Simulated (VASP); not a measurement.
# P (R-3m) in VASP: notebook

The runs below take P through single point, with r2SCAN+D3(BJ).

All numbers are computed with VASP 6.6.1; they aren't measurements. Logs are shortened: lines on timing, memory, paths and dates and some standing lists are left out, and cuts for length are marked.

## (1) The cell of the first run

It takes space group R-3m (No. 166, trigonal). The conventional cell has a = 3.430 Å, b = 3.430 Å, c = 8.838 Å, α = 90.00°, β = 90.00°, γ = 120.00°. P (site symmetry 3m) has 6 P at 2.29 to 2.67 Å within 3.0 Å.

## (2) Single point, r2SCAN+D3(BJ) (volume scaled by 0.97, then relaxed in part)

Input file POSCAR:

```
P
1.0
    1.7151926336      0.9902669288      2.9461165649
   -1.7151926336      0.9902669288      2.9461165649
    0.0000000000     -1.9805338574      2.9461165650
P
2
Direct
    0.2316783168      0.2316783168      0.2316783168
    0.7683216832      0.7683216832      0.7683216832
```

Input file INCAR.step1:

```
SYSTEM = P
PREC     = Accurate       ! precision mode
ENCUT    = 520            ! plane-wave cutoff, eV
ISMEAR   = 0              ! smearing method
SIGMA    = 0.1            ! smearing width, eV
LREAL    = .FALSE.        ! projectors in reciprocal space
LASPH    = .TRUE.         ! aspherical terms in the spheres
NELM     = 80             ! most SCF steps
NBANDS   = 12             ! bands
GGA      = PE             ! functional
ALGO     = Normal         ! electronic algorithm
EDIFF    = 1E-4           ! SCF threshold, eV
LWAVE    = .TRUE.         ! write WAVECAR
LCHARG   = .FALSE.        ! write CHGCAR
```

Input file INCAR.step2:

```
SYSTEM = P
PREC     = Accurate       ! precision mode
ENCUT    = 520            ! plane-wave cutoff, eV
EDIFF    = 1E-6           ! SCF threshold, eV
ISMEAR   = 0              ! smearing method
SIGMA    = 0.1            ! smearing width, eV
LREAL    = .FALSE.        ! projectors in reciprocal space
LASPH    = .TRUE.         ! aspherical terms in the spheres
NELM     = 80             ! most SCF steps
ALGO     = Normal         ! electronic algorithm
ISIF     = 2              ! what is computed and relaxed
LWAVE    = .FALSE.        ! write WAVECAR
LCHARG   = .FALSE.        ! write CHGCAR
METAGGA  = R2SCAN         ! meta-GGA
LMIXTAU  = .TRUE.       
IVDW     = 12             ! dispersion correction
VDW_S6   = 1.0          
VDW_S8   = 0.78981345   
VDW_A1   = 0.49484001   
VDW_A2   = 5.73083694   
NBANDS   = 12             ! bands
ISTART   = 1
```

Input file KPOINTS:

```
Automatic mesh
0
G
  15 15 15
  0 0 0
```

Potentials or basis: VASP PAW PBE potentials, release 64 (P).

Run with:

```console
$ cat potpaw_PBE.64/P/POTCAR > POTCAR
$ cp INCAR.step1 INCAR
$ mpirun -np 1 vasp_std > vasp.out
$ cp INCAR.step2 INCAR
$ mpirun -np 1 vasp_std > vasp.out
```

OUTCAR:

```text
SYSTEM = P
   PREC = Accurate
   ENCUT = 520
   EDIFF = 1E-6
   ISMEAR = 0
   LREAL = .FALSE.
   LASPH = .TRUE.
   NELM = 80
   ISIF = 2
   METAGGA = R2SCAN
   IVDW = 12
   ISTART = 1
 IVDW          = 12

 ion  position               nearest neighbor table
   1  0.232  0.232  0.232-   2 2.29   2 2.29   2 2.29   2 2.67   2 2.67   2 2.67
   2  0.768  0.768  0.768-   1 2.29   1 2.29   1 2.29   1 2.67   1 2.67   1 2.67

  LATTYP: Found a trigonal (rhomboedric) cell.
 ALAT       =     3.5499460805
 COS(alpha) =     0.5331124557

  Lattice vectors:

 A1 = (   1.7151926336,   0.9902669288,   2.9461165649)
 A2 = (  -1.7151926336,   0.9902669288,   2.9461165649)
 A3 = (   0.0000000000,  -1.9805338574,   2.9461165650)

Analysis of symmetry for initial positions (statically):
=====================================================================
 Subroutine PRICEL returns:
 Original cell was already a primitive cell.

 Routine SETGRP: Setting up the symmetry group for a
 trigonal (rhombohedral) supercell.

 Subroutine GETGRP returns: Found 12 space group operations
 (whereof 12 operations were pure point group operations)
 out of a pool of 12 trial point group operations.

The static configuration has the point symmetry D_3d.

Analysis of symmetry for dynamics (positions and initial velocities):
=====================================================================
 Subroutine PRICEL returns:
 Original cell was already a primitive cell.

 Routine SETGRP: Setting up the symmetry group for a
 trigonal (rhombohedral) supercell.

 Subroutine GETGRP returns: Found 12 space group operations
 (whereof 12 operations were pure point group operations)
 out of a pool of 12 trial point group operations.

The dynamic configuration has the point symmetry D_3d.

 Subroutine INISYM returns: Found 12 space group operations
 (whereof 12 operations are pure point group operations),
 and found     1 'primitive' translations

----------------------------------------------------------------------------------------

                                     Primitive cell

  volume of cell :      30.0238

  direct lattice vectors                    reciprocal lattice vectors
     1.715192634  0.990266929  2.946116565     0.291512446  0.168304789  0.113143294
    -1.715192634  0.990266929  2.946116565    -0.291512446  0.168304789  0.113143294
     0.000000000 -1.980533857  2.946116565     0.000000000 -0.336609578  0.113143294

  length of vectors
     3.549946081  3.549946081  3.549946081     0.355116056  0.355116056  0.355116056

  position of ions in fractional coordinates (direct lattice)
     0.231678317  0.231678317  0.231678317
     0.768321683  0.768321683  0.768321683

  ion indices of the primitive-cell ions
   primitive index   ion index
                 1           1
                 2           2

----------------------------------------------------------------------------------------

 KPOINTS: Automatic mesh

Automatic generation of k-mesh.
 Grid dimensions read from file:
 generate k-points for:   15   15   15

 Generating k-lattice:

  Cartesian coordinates                     Fractional coordinates (reciprocal lattice)
     0.019434163  0.011220319  0.007542886     0.066666667  0.000000000 -0.000000000
    -0.019434163  0.011220319  0.007542886     0.000000000  0.066666667 -0.000000000
     0.000000000 -0.022440639  0.007542886     0.000000000  0.000000000  0.066666667

  Length of vectors
     0.023674404  0.023674404  0.023674404

  Shift w.r.t. Gamma in fractional coordinates (k-lattice)
     0.000000000  0.000000000  0.000000000

 Subroutine IBZKPT returns following result:
 ===========================================

 Found    344 irreducible k-points:

 Following reciprocal coordinates:
            Coordinates               Weight
  0.000000  0.000000  0.000000      1.000000
  0.066667 -0.000000 -0.000000      6.000000
  0.133333  0.000000 -0.000000      6.000000
  0.200000 -0.000000 -0.000000      6.000000
  0.266667  0.000000 -0.000000      6.000000
[... 52 lines left out ...]
     12      19.4367      0.00000

 k-point     4 :       0.2000   -0.0000   -0.0000
  band No.  band energies     occupation
      1      -7.2838      2.00000
      2       2.6288      2.00000
      3       6.3974      2.00000
      4       6.5438      2.00000
      5       9.0752      2.00000
      6      11.8404      0.00000
      7      11.8927      0.00000
      8      12.6806      0.00000
      9      15.2552      0.00000
     10      15.7376      0.00000
     11      16.0641      0.00000
     12      21.1742      0.00000

 k-point     5 :       0.2667    0.0000   -0.0000
  band No.  band energies     occupation
      1      -6.7383      2.00000
      2       1.1088      2.00000
      3       6.2654      2.00000
      4       6.5127      2.00000
      5       9.2327      2.00000
      6      11.1313      0.00000
      7      11.1423      0.00000
      8      12.1404      0.00000
      9      16.4972      0.00000
     10      16.6512      0.00000
     11      16.7896      0.00000
     12      23.0436      0.00000
[... 228 lines left out ...]
      1      -7.4862      2.00000
      2       3.5153      2.00000
      3       5.8876      2.00000
      4       7.0247      2.00000
      5       8.7863      2.00000
      6      11.9733      0.00000
      7      12.3053      0.00000
      8      13.0463      0.00000
      9      14.4633      0.00000
     10      15.7915      0.00000
     11      16.3947      0.00000
     12      19.1916      0.00000

 k-point    22 :      -0.0667    0.0667    0.0000
  band No.  band energies     occupation
      1      -7.7777      2.00000
      2       4.8203      2.00000
      3       6.2484      2.00000
      4       6.8897      2.00000
      5       8.4396      2.00000
      6      12.2918      0.00000
      7      12.7917      0.00000
      8      13.2091      0.00000
      9      14.6431      0.00000
     10      15.0709      0.00000
     11      16.3901      0.00000
     12      18.0587      0.00000

 k-point    23 :       0.1333    0.1333   -0.0000
  band No.  band energies     occupation
      1      -7.5860      2.00000
      2       4.4133      2.00000
      3       5.7654      2.00000
      4       5.9626      2.00000
      5       9.4249      2.00000
      6      11.3980      0.00000
      7      12.2256      0.00000
      8      14.0291      0.00000
      9      14.9645      0.00000
     10      16.2723      0.00000
     11      16.6511      0.00000
     12      17.7542      0.00000

 k-point    24 :       0.2000    0.1333   -0.0000
  band No.  band energies     occupation
      1      -7.3068      2.00000
      2       3.4766      2.00000
      3       5.4264      2.00000
      4       5.8412      2.00000
      5       9.0127      2.00000
      6      11.5043      0.00000
      7      12.3589      0.00000
      8      14.1574      0.00000
      9      14.8691      0.00000
     10      16.2833      0.00000
     11      17.4005      0.00000
     12      18.7175      0.00000

 [... further k-points ...]

------------------------ aborting loop because EDIFF is reached ----------------------------------------

 Edisp (eV)   -0.43991

 E8    (eV) :    -0.1251

  FORCE on cell =-STRESS in cart. coord.  units (eV):
  Direction    XX          YY          ZZ          XY          YZ          ZX
  --------------------------------------------------------------------------------------
  -------------------------------------------------------------------------------------
  Total       0.16550     0.16550     0.23174     0.00000    -0.00000    -0.00000
  in kB       8.83151     8.83151    12.36670     0.00000    -0.00000    -0.00000
  external pressure =       10.01 kB  Pullay stress =        0.00 kB

 VOLUME and BASIS-vectors are now :
 -----------------------------------------------------------------------------
  energy-cutoff  :      520.00
  volume of cell :       30.02
      direct lattice vectors                 reciprocal lattice vectors
     1.715192634  0.990266929  2.946116565     0.291512446  0.168304789  0.113143294
    -1.715192634  0.990266929  2.946116565    -0.291512446  0.168304789  0.113143294
     0.000000000 -1.980533857  2.946116565     0.000000000 -0.336609578  0.113143294

 POSITION                                       TOTAL-FORCE (eV/Angst)
 -----------------------------------------------------------------------------------
      0.00000      0.00000      2.04765         0.000000     -0.000000     -0.091557
      0.00000      0.00000      6.79070         0.000000      0.000000      0.091557
 -----------------------------------------------------------------------------------
    total drift:                                0.000000      0.000000     -0.000000

  FREE ENERGIE OF THE ION-ELECTRON SYSTEM (eV)
  ---------------------------------------------------
  free  energy   TOTEN  =       -18.1894468958 eV

  energy  without entropy=      -18.1877201294  energy(sigma->0) =      -18.18858351
```

Wall time 2.6 min (1 thread of Intel Xeon 6975P-C (Granite Rapids), shared host); peak memory 0.23 GiB.

Results:

| Property | Result |
| --- | --- |
| Free energy | -18.1894 eV |
| Pressure | 1.0 GPa |
| Largest force | 0.092 eV/Å |
| Band gap on the k mesh | zero (band 5 reaches 10.63 eV, above the bottom of band 6 at 9.22 eV) |
| Dispersion energy per atom | -0.220 eV |

Forces on the atoms (eV/Å):
```
P    0.000  0.000 -0.092
P    0.000  0.000  0.092
```

Levels at points of the mesh, in eV from the Fermi level:
| k point | band 2 | band 3 | band 4 | band 5 | band 6 | band 7 | band 8 | band 9 |
| --- | --- | --- | --- | --- | --- | --- | --- | --- |
| (0.00, 0.00, 0.00) | -3.19 | -3.19 | -3.17 | -2.58 | 2.10 | 3.27 | 3.27 | 5.82 |

Caveat: the cell differs from its parent crystal (volume scaled by 0.97, then relaxed in part); the PAW data sets were made with another functional, which shifts forces and pressure a little; pairwise dispersion overbinds metals, which lowers pressure and volume.

## (3) Single point, r2SCAN+D3(BJ)

This run uses another cell than the first one, of 15.48 Å³/atom, 1.031 times its volume.

Input file POSCAR:

```
P
1.0
    1.7227597539      0.9946358077      3.0106104335
   -1.7227597539      0.9946358077      3.0106104335
    0.0000000000     -1.9892716154      3.0106104335
P
2
Direct
    0.2298992380      0.2298992380      0.2298992380
    0.7701007620      0.7701007620      0.7701007620
```

Input file INCAR.step1:

```
SYSTEM = P
ALGO = Normal ; EDIFF = 1E-4
ENCUT = 520 ; GGA = PE
ISMEAR = 0 ; LASPH = .True.
LCHARG = .False. ; LREAL = .False.
LWAVE = .True. ; NBANDS = 12
NELM = 60 ; PREC = Accurate
SIGMA = 0.1
```

Input file INCAR.step2:

```
SYSTEM = P
ALGO = Normal ; EDIFF = 1E-6
ENCUT = 520 ; ISIF = 2
ISMEAR = 0 ; ISTART = 1
IVDW = 12 ; LASPH = .True.
LCHARG = .False. ; LMIXTAU = .True.
LREAL = .False. ; LWAVE = .False.
METAGGA = R2SCAN ; NBANDS = 12
NELM = 60 ; PREC = Accurate
SIGMA = 0.1 ; VDW_A1 = 0.49484001
VDW_A2 = 5.73083694 ; VDW_S6 = 1.0
VDW_S8 = 0.78981345
```

Input file KPOINTS:

```
k-points
0
Gamma
  15 15 15
  0 0 0
```

Potentials or basis: VASP PAW PBE potentials, release 64 (P).

Run with:

```console
$ cat potpaw_PBE.64/P/POTCAR > POTCAR
$ cp INCAR.step1 INCAR
$ mpirun -np 1 vasp_std > vasp.out
$ cp INCAR.step2 INCAR
$ mpirun -np 1 vasp_std > vasp.out
```

It took 2.9 min on 1 thread of Intel Xeon 6975P-C (Granite Rapids), shared host; peak memory 0.23 GiB.

It converged, with:

| Item | Value |
| --- | --- |
| Free energy | -18.1947 eV |
| Pressure | -0.6 GPa |
| Largest force | 0.092 eV/Å |
| Band gap on the k mesh | zero (band 5 reaches 10.02 eV, above the bottom of band 6 at 9.04 eV) |
| Dispersion energy per atom | -0.213 eV |

Forces on the atoms (eV/Å):
```
P    0.000  0.000 -0.092
P    0.000  0.000  0.092
```

Stress tensor (GPa, compression positive):
```
-0.65  0.00  0.00
 0.00 -0.65  0.00
 0.00  0.00 -0.44
```

Levels at points of the mesh, in eV from the Fermi level:
```csv
k point,band 1,band 2,band 3,band 4,band 5,band 6,band 7,band 8,band 9,band 10
"(0.00, 0.00, 0.00)",-17.71,-3.30,-3.25,-3.25,-3.06,1.79,3.03,3.03,5.87,5.87
```

Caveat: the PAW data sets were made with another functional, which shifts forces and pressure a little; pairwise dispersion overbinds metals, which lowers pressure and volume.

## (4) Single point, r2SCAN+D3(BJ) (volume scaled by 1.03, then relaxed in part)

Input file POSCAR:

```
P
1.0
    1.7310432113      0.9994182640      3.0713223761
   -1.7310432113      0.9994182640      3.0713223761
    0.0000000000     -1.9988365280      3.0713223761
P
2
Direct
    0.2284265289      0.2284265289      0.2284265289
    0.7715734711      0.7715734711      0.7715734711
```

Input file INCAR.step1:

```
  PREC = Accurate
  ENCUT = 520
  ISMEAR = 0
  SIGMA = 0.1
  LREAL = F
  LASPH = T
  NELM = 100
  NBANDS = 12
  GGA = PE
  ALGO = Normal
  EDIFF = 1E-4
  LWAVE = T
  LCHARG = F
```

Input file INCAR.step2:

```
  PREC = Accurate
  ENCUT = 520
  EDIFF = 1E-7
  ISMEAR = 0
  SIGMA = 0.1
  LREAL = F
  LASPH = T
  NELM = 100
  ALGO = Normal
  ISIF = 2
  LWAVE = F
  LCHARG = F
  METAGGA = R2SCAN
  LMIXTAU = T
  IVDW = 12
  VDW_S6 = 1.0
  VDW_S8 = 0.78981345
  VDW_A1 = 0.49484001
  VDW_A2 = 5.73083694
  NBANDS = 12
  ISTART = 1
```

Input file KPOINTS:

```
Automatic mesh
0
Gamma
  15 15 15
```

Run with:

```console
$ cat potpaw_PBE.64/P/POTCAR > POTCAR
$ cp INCAR.step1 INCAR
$ mpirun -np 1 vasp_std > vasp.out
$ cp INCAR.step2 INCAR
$ mpirun -np 1 vasp_std > vasp.out
```

Wall time 3.3 min (1 thread of Intel Xeon 6975P-C (Granite Rapids), shared host); peak memory 0.24 GiB.

It converged, with:

```
Free energy                : -18.1895 eV
Pressure                   : -2.2 GPa
Largest force              : 0.091 eV/Å
Band gap on the k mesh     : zero (band 5 reaches 9.72 eV, above the bottom of band 6 at 8.83 eV)
Dispersion energy per atom : -0.207 eV
```

Forces on the atoms (eV/Å):
```
P    0.000  0.000 -0.091
P    0.000  0.000  0.091
```

Stress tensor (GPa, compression positive):
```
-2.28  0.00  0.00
 0.00 -2.28  0.00
 0.00  0.00 -2.14
```

Levels at points of the mesh, in eV from the Fermi level:
| k point | band 2 | band 3 | band 4 | band 5 | band 6 | band 7 | band 8 | band 9 |
| --- | --- | --- | --- | --- | --- | --- | --- | --- |
| (0.00, 0.00, 0.00) | -3.45 | -3.36 | -3.27 | -3.27 | 1.56 | 2.85 | 2.85 | 5.95 |

Caveat: the cell differs from its parent crystal (volume scaled by 1.03, then relaxed in part); the PAW data sets were made with another functional, which shifts forces and pressure a little; pairwise dispersion overbinds metals, which lowers pressure and volume.

## (5) Single point, r2SCAN+D3(BJ)

This run uses another cell than the first one, of 15.48 Å³/atom, 1.031 times its volume.

Input file POSCAR:

```
P
1.0
    1.7227597538      0.9946358076      3.0106104305
   -1.7227597538      0.9946358076      3.0106104305
    0.0000000000     -1.9892716152      3.0106104305
P
2
Direct
    0.2298992381      0.2298992381      0.2298992381
    0.7701007619      0.7701007619      0.7701007619
```

Input file INCAR.step1:

```
SYSTEM = P
ALGO = Normal ; EDIFF = 1E-4
ENCUT = 520 ; GGA = PE
ISMEAR = 0 ; LASPH = .True.
LCHARG = .False. ; LREAL = .False.
LWAVE = .True. ; NBANDS = 12
NELM = 60 ; PREC = Accurate
SIGMA = 0.1
```

Input file INCAR.step2:

```
SYSTEM = P
ALGO = Normal ; EDIFF = 1E-6
ENCUT = 520 ; ISIF = 2
ISMEAR = 0 ; ISTART = 1
IVDW = 12 ; LASPH = .True.
LCHARG = .False. ; LMIXTAU = .True.
LREAL = .False. ; LWAVE = .False.
METAGGA = R2SCAN ; NBANDS = 12
NELM = 60 ; PREC = Accurate
SIGMA = 0.1 ; VDW_A1 = 0.49484001
VDW_A2 = 5.73083694 ; VDW_S6 = 1.0
VDW_S8 = 0.78981345
```

Input file KPOINTS:

```
k-points
0
Gamma
  15 15 15
  0 0 0
```

Run with:

```console
$ cat potpaw_PBE.64/P/POTCAR > POTCAR
$ cp INCAR.step1 INCAR
$ mpirun -np 1 vasp_std > vasp.out
$ cp INCAR.step2 INCAR
$ mpirun -np 1 vasp_std > vasp.out
```

It took 5.9 min on 1 thread of Intel Xeon Platinum 8259CL at 2.50GHz (Skylake/Cascade Lake), shared host; peak memory 0.24 GiB.

The run converged. Its results:

```
Free energy                : -18.1947 eV
Pressure                   : -0.6 GPa
Largest force              : 0.092 eV/Å
Band gap on the k mesh     : zero (band 5 reaches 10.02 eV, above the bottom of band 6 at 9.04 eV)
Dispersion energy per atom : -0.213 eV
```

Forces in eV/Å, atoms in the order of the input:
```
P    0.000  0.000 -0.092
P    0.000  0.000  0.092
```

Stress tensor (GPa, compression positive):
```
-0.65  0.00  0.00
 0.00 -0.65  0.00
 0.00  0.00 -0.44
```

Levels at points of the mesh, in eV from the Fermi level:
```
           k point  band 1  band 2  band 3  band 4  band 5  band 6  band 7  band 8  band 9  band 10
(0.00, 0.00, 0.00)  -17.71   -3.30   -3.25   -3.25   -3.06    1.79    3.03    3.03    5.87     5.87
```

Caveat: the PAW data sets were made with another functional, which shifts forces and pressure a little; pairwise dispersion overbinds metals, which lowers pressure and volume.

## (6) Overview

```tsv
cell	gap on the mesh (eV)	pressure (GPa)	largest force (eV/Å)
a = 3.550 Å, angles 57.8°, 2 atoms	none	1.0	0.09
a = 3.608 Å, angles 57.0°, 2 atoms	none	-0.6	0.09
a = 3.664 Å, angles 56.4°, 2 atoms	none	-2.2	0.09
```

Alike in all rows: task single point; level r2SCAN+D3(BJ); potentials or basis VASP PAW PBE potentials, release 64 (P); no spin polarisation; k mesh 15 × 15 × 15; cutoff (eV) 520; smearing gaussian 0.1 eV.

Caveats: the PAW data sets were made with another functional, which shifts forces and pressure a little; pairwise dispersion overbinds metals, which lowers pressure and volume.

Total energies depend on the potentials used, so only differences within one code and one set of settings carry meaning.
